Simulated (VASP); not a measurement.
Runs of VASP 6.6.1 on Re. The structure is that of space group Pm-3m (No. 221), or close to it. The cells are those of the table. 

```csv
task,cell,cutoff (eV),gap on the mesh (eV),pressure (GPa)
single point,"a = 2.577 Å, 1 atom",520,none,-1.1
relaxation of cell and atoms,"relaxed to 40 GPa from a = 2.530 Å, 1 atom",600,none,40.0
relaxation of cell and atoms,"relaxed to 20 GPa from a = 2.530 Å, 1 atom",600,none,19.9
single point,"a = 2.522 Å, 1 atom",520,none,18.8
single point,"a = 2.443 Å, 1 atom",520,none,(a)
```

Alike in all rows: level PBE; potentials or basis VASP PAW PBE potentials, release 64 (Re); no spin polarisation; k mesh 10 × 10 × 10; smearing methfessel-paxton 0.1 eV.

**Question.** Estimate the missing entries.

**Answer.** (a) 58.7.

Caveats: spin-orbit coupling is left out, which moves the levels of the heavy elements; the cell is relaxed towards a set pressure, so the enthalpy falls and the energy may rise (some runs).

A k mesh can miss the band edges, and the runs leave out spin-orbit coupling on Re.

A gap of «none» marks levels without a gap at the run's occupations.
